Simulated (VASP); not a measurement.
Wanted: the native input for a VASP 6.6.1 run.

* Task: relaxation of cell and atoms
* Functional: r2SCAN
* Potentials or basis: VASP PAW PBE potentials, release 64 (Si, N)
* Cutoff: 600 eV
* k mesh: 6 × 6 × 6
* Occupations: gaussian, width 0.02 eV
* Spin: no spin polarisation
* Dipole correction: no
* Further INCAR settings: ALGO = Normal; EDIFF = 1e-06; IBRION = 2; EDIFFG = -0.005; NSW = 100; ISIF = 3

Si3N4:

```
Si N
1.0
     0.00000    3.89372    3.89372
     3.89372    0.00000    3.89372
     3.89372    3.89372    0.00000
Si N
6 8
Direct
  0.12500 0.12500 0.62500
  0.12500 0.62500 0.12500
  0.62500 0.12500 0.12500
  0.12500 0.12500 0.12500
  0.75000 0.75000 0.75000
  0.50000 0.50000 0.50000
  0.36756 0.36756 0.36756
  0.35269 0.88244 0.88244
  0.88244 0.88244 0.35269
  0.88244 0.35269 0.88244
  0.36756 0.36756 0.89731
  0.36756 0.89731 0.36756
  0.88244 0.88244 0.88244
  0.89731 0.36756 0.36756
```

The input as run:

POSCAR

```
Si3N4
1.0
    0.0000000000      3.8937180000      3.8937180000
    3.8937180000      0.0000000000      3.8937180000
    3.8937180000      3.8937180000      0.0000000000
Si N
6 8
Direct
    0.1250000000      0.1250000000      0.6250000000
    0.1250000000      0.6250000000      0.1250000000
    0.6250000000      0.1250000000      0.1250000000
    0.1250000000      0.1250000000      0.1250000000
    0.7500000000      0.7500000000      0.7500000000
    0.5000000000      0.5000000000      0.5000000000
    0.3675630000      0.3675630000      0.3675630000
    0.3526890000      0.8824370000      0.8824370000
    0.8824370000      0.8824370000      0.3526890000
    0.8824370000      0.3526890000      0.8824370000
    0.3675630000      0.3675630000      0.8973110000
    0.3675630000      0.8973110000      0.3675630000
    0.8824370000      0.8824370000      0.8824370000
    0.8973110000      0.3675630000      0.3675630000
```

INCAR.step1

```
ALGO = Normal ; EDIFF = 1E-4
ENCUT = 600 ; GGA = PE
ISMEAR = 0 ; LASPH = T
LCHARG = F ; LREAL = F
LWAVE = T ; NELM = 60
PREC = Accurate ; SIGMA = 0.02
```

INCAR.step2

```
ALGO = Normal ; EDIFF = 1E-6
EDIFFG = -0.005 ; ENCUT = 600
IBRION = 2 ; ISIF = 3
ISMEAR = 0 ; ISTART = 1
LASPH = T ; LCHARG = F
LMIXTAU = T ; LREAL = F
LWAVE = F ; METAGGA = R2SCAN
NELM = 60 ; NSW = 100
PREC = Accurate ; SIGMA = 0.02
```

KPOINTS

```
k-points
0
Gamma
  6 6 6
```

Potentials or basis: VASP PAW PBE potentials, release 64 (Si, N).

Launch:

```console
$ cat potpaw_PBE.64/Si/POTCAR potpaw_PBE.64/N/POTCAR > POTCAR
$ cp INCAR.step1 INCAR
$ mpirun -np 1 vasp_std > vasp.out
$ cp INCAR.step2 INCAR
$ mpirun -np 1 vasp_std > vasp.out
```

Results of the run:

```
Relaxed volume                        : 8.25 Å³/atom
Relaxed cell                          : a = 5.467 Å, b = 5.467 Å, c = 5.467 Å, α = 60.00°, β = 60.00°, γ = 60.00°
Space group after relaxing (to 0.1 Å) : Fd-3m (No. 227)
Energy gained by relaxing             : 3.7 meV/atom
Ionic steps                           : 6
Pressure after relaxing               : 0.1 GPa
Band gap on the k mesh                : 4.02 eV (least direct gap 4.05 eV)
```

Caveat: the PAW data sets were made with another functional, which shifts forces and pressure a little.

Run time: 68 min on 1 thread of Intel Xeon 8259CL (shared host), peak memory 0.4 GiB.
